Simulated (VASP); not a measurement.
## Cu3S: single point with PBE

Cu3S:

```xyz
4
Lattice="3.7055 0.0000 0.0000 0.0000 3.7055 0.0000 0.0000 0.0000 3.7055" Properties=species:S:1:pos:R:3 pbc="T T T"
Cu    0.0000    1.8528    1.8528
Cu    1.8528    0.0000    1.8528
Cu    1.8528    1.8528    0.0000
S     0.0000    0.0000    0.0000
```

| Item | Value |
| --- | --- |
| Program | VASP 6.6.1 |
| Task | single point |
| Functional | PBE |
| Potentials or basis | VASP PAW PBE potentials, release 64 (Cu, S) |
| Cutoff | 520 eV |
| k mesh | 12 × 12 × 12 |
| Occupations | gaussian, width 0.1 eV |
| Spin | no spin polarisation |

```json
{
  "Pressure": "0.3 GPa",
  "Band gap on the k mesh": "zero (an odd number of electrons rules out a gap without spin polarisation)"
}
```

Levels at points of the mesh, in eV from the Fermi level:
```tsv
k point	band 18	band 19	band 20	band 21	band 22	band 23
(0.00, 0.00, 0.00)	-1.56	-1.56	-1.56	4.31	4.31	6.15
(0.50, 0.00, 0.00)	-0.61	-0.61	-0.43	2.62	3.86	3.86
(0.50, 0.50, 0.00)	-1.35	-1.35	0.25	2.60	5.22	5.22
(0.50, 0.50, 0.50)	-1.67	-1.67	-1.20	1.85	1.85	1.85
```

Wall time 56 s on 1 thread of Intel(R) Xeon(R) 6975P-C (Granite Rapids), on a shared host, peak memory 0.22 GiB.

With open d or f shells a metallic result of PBE can be an artefact of self-interaction; +U or a hybrid may open a gap.
